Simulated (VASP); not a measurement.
# HfZrS4 (P-3m1) in VASP: notebook, part 2 of 2

VASP 6.6.1. Earlier steps stand in the parts before.

**3. Single point, PBE**

This run uses another cell than the first one, of 25.42 Å³/atom.

Contents of INCAR:

```
ALGO = Normal
EDIFF = 1E-6
ENCUT = 520
GGA = PE
ISIF = 2
ISMEAR = 0
LASPH = T
LCHARG = F
LREAL = F
LWAVE = F
NBANDS = 32
NELM = 100
PREC = Accurate
SIGMA = 0.1
```

Contents of KPOINTS:

```
k-points
0
Gamma
  6 6 2
```

Contents of POSCAR:

```
HfZrS4
1.0
    3.6686913649      0.0000000000      0.0000000000
   -1.8343456825      3.1771799207      0.0000000000
    0.0000000000      0.0000000000     13.0836860292
Zr Hf S
1 1 4
Direct
    0.0000000000      0.0000000000      0.0000000000
    0.0000000000      0.0000000000      0.5000000000
    0.6666666667      0.3333333333      0.3902023591
    0.6666666667      0.3333333333      0.8889003794
    0.3333333333      0.6666666667      0.1110996206
    0.3333333333      0.6666666667      0.6097976409
```

Potentials or basis: VASP PAW PBE potentials, release 64 (Zr_sv, Hf_pv, S).

Started as:

```bash
cat potpaw_PBE.64/Zr_sv/POTCAR potpaw_PBE.64/Hf_pv/POTCAR potpaw_PBE.64/S/POTCAR > POTCAR
mpirun -np 1 vasp_std > vasp.out
```

OUTCAR:

```text
EDIFF = 1E-6
   ENCUT = 520
   GGA = PE
   ISIF = 2
   ISMEAR = 0
   LASPH = T
   LREAL = F
   NELM = 100
   PREC = Accurate

 ion  position               nearest neighbor table
   1  0.000  0.000  0.000-   4 2.57   5 2.57   4 2.57   5 2.57   4 2.57   5 2.57
   2  0.000  0.000  0.500-   3 2.56   6 2.56   3 2.56   6 2.56   3 2.56   6 2.56
   3  0.667  0.333  0.390-   2 2.56   2 2.56   2 2.56
   4  0.667  0.333  0.889-   1 2.57   1 2.57   1 2.57
   5  0.333  0.667  0.111-   1 2.57   1 2.57   1 2.57
   6  0.333  0.667  0.610-   2 2.56   2 2.56   2 2.56

  LATTYP: Found a hexagonal cell.
 ALAT       =     3.6686913649
 C/A-ratio  =     3.5663087264

  Lattice vectors:

 A1 = (   3.6686913649,   0.0000000000,   0.0000000000)
 A2 = (  -1.8343456825,   3.1771799207,   0.0000000000)
 A3 = (   0.0000000000,   0.0000000000,  13.0836860292)

Analysis of symmetry for initial positions (statically):
=====================================================================
 Subroutine PRICEL returns:
 Original cell was already a primitive cell.

 Routine SETGRP: Setting up the symmetry group for a
 hexagonal supercell.

 Subroutine GETGRP returns: Found 12 space group operations
 (whereof 12 operations were pure point group operations)
 out of a pool of 24 trial point group operations.

The static configuration has the point symmetry D_3d.

Analysis of symmetry for dynamics (positions and initial velocities):
=====================================================================
 Subroutine PRICEL returns:
 Original cell was already a primitive cell.

 Routine SETGRP: Setting up the symmetry group for a
 hexagonal supercell.

 Subroutine GETGRP returns: Found 12 space group operations
 (whereof 12 operations were pure point group operations)
 out of a pool of 24 trial point group operations.

The dynamic configuration has the point symmetry D_3d.

 Subroutine INISYM returns: Found 12 space group operations
 (whereof 12 operations are pure point group operations),
 and found     1 'primitive' translations

----------------------------------------------------------------------------------------

                                     Primitive cell

  volume of cell :     152.5047

  direct lattice vectors                    reciprocal lattice vectors
     3.668691365  0.000000000  0.000000000     0.272576758  0.157372265  0.000000000
    -1.834345682  3.177179921  0.000000000     0.000000000  0.314744530  0.000000000
     0.000000000  0.000000000 13.083686029     0.000000000  0.000000000  0.076431061

  length of vectors
     3.668691365  3.668691365 13.083686029     0.314744530  0.314744530  0.076431061

  position of ions in fractional coordinates (direct lattice)
     0.000000000  0.000000000  0.000000000
     0.000000000  0.000000000  0.500000000
     0.666666667  0.333333333  0.390202359
     0.666666667  0.333333333  0.888900379
     0.333333333  0.666666667  0.111099621
     0.333333333  0.666666667  0.609797641

  ion indices of the primitive-cell ions
[... 36 lines left out ...]
  0.000000  0.000000  0.000000      1.000000
  0.166667  0.000000  0.000000      6.000000
  0.333333  0.000000  0.000000      6.000000
  0.500000  0.000000  0.000000      3.000000
  0.166667  0.166667  0.000000      6.000000
  0.333333  0.166667  0.000000     12.000000
  0.333333  0.333333  0.000000      2.000000
  0.000000  0.000000  0.500000      1.000000
  0.166667  0.000000  0.500000      6.000000
  0.333333  0.000000  0.500000      6.000000
  0.500000  0.000000  0.500000      3.000000
  0.166667  0.166667  0.500000      6.000000
  0.333333  0.166667  0.500000     12.000000
  0.333333  0.333333  0.500000      2.000000
   k-points           NKPTS =     14   k-points in BZ     NKDIM =     14   number of bands    NBANDS=     32
   number of dos      NEDOS =    301   number of ions     NIONS =      6
   total plane-waves  NPLWV =  76832
   dimension x,y,z NGX =    28 NGY =   28 NGZ =   98
   dimension x,y,z NGXF=    56 NGYF=   56 NGZF=  196
   ions per type =               1   1   4
   NGX,Y,Z   is equivalent  to a cutoff of  12.69, 12.69, 12.45 a.u.
   NGXF,Y,Z  is equivalent  to a cutoff of  25.38, 25.38, 24.90 a.u.
 SYSTEM =  unknown system
   PREC   = accura    normal or accurate (medium, high low for compatibility)
   ISTART =      0    job   : 0-new  1-cont  2-samecut
   ICHARG =      2    charge: 1-file 2-atom 10-const
   ISPIN  =      1    spin polarized calculation?
   LNONCOLLINEAR =      F non collinear calculations
   LSORBIT =      F    spin-orbit coupling
   LASPH  =      T    aspherical Exc in radial PAW
   ENCUT  =  520.0 eV  38.22 Ry    6.18 a.u.   6.82  6.82 24.33*2*pi/ulx,y,z
   NELM   =    100;   NELMIN=  2; NELMDL= -5     # of ELM steps
   EDIFF  = 0.1E-05   stopping-criterion for ELM
   LREAL  =      F    real-space projection
   EDIFFG = 0.1E-04   stopping-criterion for IOM
   NSW    =      0    number of steps for IOM
   IBRION =     -1    ionic relax: 0-MD 1-quasi-New 2-CG
   NFREE  =      0    steps in history (QN), initial steepest desc. (CG)
   ISIF   =      2    stress and relaxation
   ISYM   =      2    0-nonsym 1-usesym 2-fastsym
   POTIM  = 0.5000    time-step for ionic-motion
   TEBEG  =    0.0;   TEEND  =   0.0 temperature during run
   PSTRESS=    0.0 pullay stress
   NELECT =      46.0000    total number of electrons
   NUPDOWN=      -1.0000    fix difference up-down
   EMIN   =  10.00;   EMAX   =-10.00  energy-range for DOS
   EFERMI =   0.00;   METHOD = LEGACY
   ISMEAR =     0;   SIGMA  =   0.10  broadening in eV -4-tet -1-fermi 0-gaus
   EFERMI_NEDOS =   21; number of points for ismear=-14 and -15
   IALGO  =     38    algorithm
   IMIX   =      4    mixing-type and parameters
     AMIX     =   0.40;   BMIX     =  1.00
     AMIX_MAG =   1.60;   BMIX_MAG =  1.00
  volume/ion in A,a.u.               =      25.42       171.53
  Fermi-wavevector in a.u.,A,eV,Ry     =   1.097909  2.074747 16.400524  1.205405
  Thomas-Fermi vector in A             =   2.234277
   LORBIT       =      0    0 simple, 1 ext, 2 COOP (PROOUT), +10 PAW based schemes
   GGA     = PE    functional components
   LHFCALC =     F    Hartree Fock is set to
   AEXX    =    0.0000 exact exchange contribution
   IVDW    =     0    specifies the selected vdW correction
   LEPSILON=     F    determine dielectric tensor
   LRPA    =     F    only Hartree local field effects (RPA)
 non-spin polarized calculation
 Gauss-broadening in eV      SIGMA  =   0.10
  energy-cutoff  :      520.00
  volume of cell :      152.50
 maximum number of plane-waves:      4138
 NGX is ok and might be reduce to    28
   NGX = 13   NGY = 13   NGZ = 49

 number of electron      45.9999999 magnetization

 Free energy of the ion-electron system (eV)
  ---------------------------------------------------
  ext. energy  EPLUGINS =         0.00000000
  ---------------------------------------------------
  free energy    TOTEN  =       -44.34961897 eV

  energy without entropy =      -44.34961897  energy(sigma->0) =      -44.34961897

 E-fermi :   3.1168     XC(G=0):  -8.8773

 val. band max:        2.6762007719   @ k =   0.0000   0.0000   0.0000
 cond. band min:       3.7988948001   @ k =   0.5000   0.0000   0.0000
 fundamental gap:      1.1226940282
 Fermi energy:         3.1167631451

 k-point     1 :       0.0000    0.0000    0.0000
  band No.  band energies     occupation
      1     -46.2130      2.00000
      2     -28.0445      2.00000
      3     -27.9337      2.00000
      4     -27.9337      2.00000
      5     -24.2734      2.00000
      6     -24.1179      2.00000
[... 479 lines left out ...]
     31       8.0132      0.00000
     32       8.5707      0.00000

------------------------ aborting loop because EDIFF is reached ----------------------------------------

  FORCE on cell =-STRESS in cart. coord.  units (eV):
  Direction    XX          YY          ZZ          XY          YZ          ZX
  --------------------------------------------------------------------------------------
  -------------------------------------------------------------------------------------
  Total       -0.1021747     -0.1021747     -0.0097782      0.0000000      0.0000000      0.0000000
  in kB       -1.0734233     -1.0734233     -0.1027272      0.0000000      0.0000000      0.0000000
  external PRESSURE =      -0.7498579 kB  Pullay stress =       0.0000000 kB

 VOLUME and BASIS-vectors are now :
 -----------------------------------------------------------------------------
  energy-cutoff  :      520.00
  volume of cell :      152.50
      direct lattice vectors                 reciprocal lattice vectors
     3.668691365  0.000000000  0.000000000     0.272576758  0.157372265  0.000000000
    -1.834345682  3.177179921  0.000000000     0.000000000  0.314744530  0.000000000
     0.000000000  0.000000000 13.083686029     0.000000000  0.000000000  0.076431061

 POSITION                                       TOTAL-FORCE (eV/Angst)
 -----------------------------------------------------------------------------------
      0.00000      0.00000      0.00000         0.000000      0.000000      0.000000
      0.00000      0.00000      6.54184         0.000000      0.000000      0.000000
      1.83435      1.05906      5.10529         0.000000      0.000000      0.053874
      1.83435      1.05906     11.63009        -0.000000     -0.000000     -0.020114
     -0.00000      2.11812      1.45359        -0.000000      0.000000      0.020114
     -0.00000      2.11812      7.97840        -0.000000     -0.000000     -0.053874
 -----------------------------------------------------------------------------------
    total drift:                               -0.000000     -0.000000      0.000000

  FREE ENERGIE OF THE ION-ELECTRON SYSTEM (eV)
  ---------------------------------------------------
  free  energy   TOTEN  =       -44.3496189738 eV

  energy  without entropy=      -44.3496189738  energy(sigma->0) =      -44.34961897
```

OSZICAR:

```text
N       E                     dE             d eps       ncg     rms          rms(c)
DAV:   1     0.304839967067E+03    0.30484E+03   -0.22049E+04   904   0.129E+03
DAV:   2    -0.255457954484E+02   -0.33039E+03   -0.31628E+03  1160   0.302E+02
DAV:   3    -0.474947022980E+02   -0.21949E+02   -0.21727E+02  1360   0.684E+01
DAV:   4    -0.484118078292E+02   -0.91711E+00   -0.91585E+00  1376   0.121E+01
DAV:   5    -0.484307313411E+02   -0.18924E-01   -0.18923E-01  1320   0.142E+00    0.499E+01
DAV:   6    -0.444716035987E+02    0.39591E+01   -0.10304E+01  1040   0.140E+01    0.348E+01
DAV:   7    -0.443988140602E+02    0.72790E-01   -0.29761E+00  1336   0.739E+00    0.823E+00
DAV:   8    -0.443606874763E+02    0.38127E-01   -0.32648E-01  1168   0.269E+00    0.182E+00
DAV:   9    -0.443495774086E+02    0.11110E-01   -0.58953E-02  1240   0.114E+00    0.815E-01
DAV:  10    -0.443495245183E+02    0.52890E-04   -0.88825E-03  1152   0.370E-01    0.380E-01
DAV:  11    -0.443495865987E+02   -0.62080E-04   -0.52767E-04  1216   0.113E-01    0.126E-01
DAV:  12    -0.443496040498E+02   -0.17451E-04   -0.53962E-05  1224   0.389E-02    0.511E-02
DAV:  13    -0.443496156651E+02   -0.11615E-04   -0.32726E-05  1184   0.268E-02    0.795E-03
DAV:  14    -0.443496183868E+02   -0.27217E-05   -0.60790E-06  1168   0.116E-02    0.103E-02
DAV:  15    -0.443496189738E+02   -0.58697E-06   -0.10873E-06   840   0.601E-03
   1 F= -.44349619E+02 E0= -.44349619E+02  d E =-.899392E-11
```

It took 48 s on 1 thread of Intel Xeon 6975P-C (Granite Rapids), shared host; peak memory 0.29 GiB.

Results:

```yaml
Free_energy: -44.3496 eV
Pressure: -0.1 GPa
Largest_force: 0.054 eV/Å
Band_gap_on_the_k_mesh: 1.12 eV (least direct gap 1.68 eV)
```

Forces in eV/Å, atoms in the order of the input:
```
Zr   0.000  0.000  0.000
Hf   0.000  0.000  0.000
S    0.000  0.000  0.054
S    0.000  0.000 -0.020
S    0.000  0.000  0.020
S    0.000  0.000 -0.054
```

Levels at points of the mesh, in eV from the valence-band top:
```tsv
k point	band 19	band 20	band 21	band 22	band 23	band 24	band 25	band 26	band 27	band 28
(0.00, 0.00, 0.00)	-0.32	-0.04	-0.04	0.00	0.00	1.68	1.68	2.06	2.06	2.55
(0.50, 0.00, 0.00)	-2.18	-1.43	-1.09	-0.97	-0.92	1.12	1.36	3.39	3.69	4.02
(0.00, 0.00, 0.50)	-0.78	-0.04	-0.04	-0.01	-0.01	1.68	1.68	2.06	2.06	2.64
(0.50, 0.00, 0.50)	-2.18	-1.23	-1.16	-1.08	-0.93	1.15	1.35	3.39	3.69	4.02
```

Caveat: spin-orbit coupling is left out, which moves the levels of the heavy elements; this functional lacks dispersion, which binds the layers, so the pressure and a relaxed spacing across them are unreliable.
